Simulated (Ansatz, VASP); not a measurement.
## BaTe in VASP and in Ansatz

```
Ba Te
1.0
     0.00000    3.47137    3.47137
     3.47137    0.00000    3.47137
     3.47137    3.47137    0.00000
Ba Te
1 1
Cartesian
  -0.0100 -0.0100 -0.0100
  3.4714 3.4714 3.4714
```

Change from the starting cell: atom 1 moved by [-0.01, -0.01, -0.01] A.

Alike in both runs: task single point; functional PBEsol; k mesh 6 × 6 × 6; non-collinear spin, spin-orbit coupling.

|  | VASP | Ansatz |
| --- | --- | --- |
| version | VASP 6.6.1 | Ansatz 0.2.0 |
| potentials or method | VASP PAW PBE potentials, release 64 (Ba_sv, Te), cutoff 520 eV | all-electron LAPW |
| occupations | gaussian, width 0.01 eV | fixed |

|  | VASP | Ansatz | Ansatz less VASP |
| --- | --- | --- | --- |
| pressure (GPa) | 0.4 | 0.0 | -0.39 |
| rms of the force components (eV/Å) | 0.023 | 0.022 | -0.0011 |

VASP's potentials were made for PBE, not for PBEsol. Atom by atom the forces differ by 0.001 eV/Å (rms over components). Ansatz ran all-electron here, and VASP with PAW potentials.
